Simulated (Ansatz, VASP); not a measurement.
# In2CuO4: VASP beside Ansatz

```
In Cu O
1.0
     5.12356    0.00000    0.00000
     0.00000    5.12356    0.00000
     0.00000    0.00000    6.05340
In Cu O
2 1 4
Direct
  0.00000 0.50000 0.00000
  0.50000 0.00000 0.00000
  0.00000 0.00000 0.00000
  0.00000 0.50000 0.60637
  0.50000 0.00000 0.60637
  0.00000 0.50000 0.39363
  0.50000 0.00000 0.39363
```

Alike in both runs: functional PBE; k mesh 8 × 8 × 6; occupations gaussian, width 0.1 eV; no spin polarisation.

Ansatz relaxed the structure, and its values are those at the end. VASP's run is a single point on that final structure, the one shown.

|  | VASP | Ansatz |
| --- | --- | --- |
| version | VASP 6.6.1 | Ansatz 0.2.0 |
| potentials or method | VASP PAW PBE potentials, release 64 (In_d, Cu, O), cutoff 520 eV | scalar-relativistic, plane waves, PAW |
| valence electrons in the cell | 61 | 69 |

VASP gave:

| Property | Result |
| --- | --- |
| gap on the k mesh at the Fermi level (eV) | none |
| pressure (GPa) | 0.4 |
| rms of the force components (eV/Å) | 0.259 |

**Question.** Estimate Ansatz's values.

**Answer.** gap on the k mesh at the Fermi level (eV): none; pressure (GPa): 0.0; rms of the force components (eV/Å): 0.000.

A gap of «none» marks a metal or a gap that the smearing closes. One of these differences is far larger than is usual between the two programs; its cause wasn't traced. VASP's potentials hold 61 valence electrons a cell and Ansatz's 69, so a difference there can come from the potentials and not from the codes.
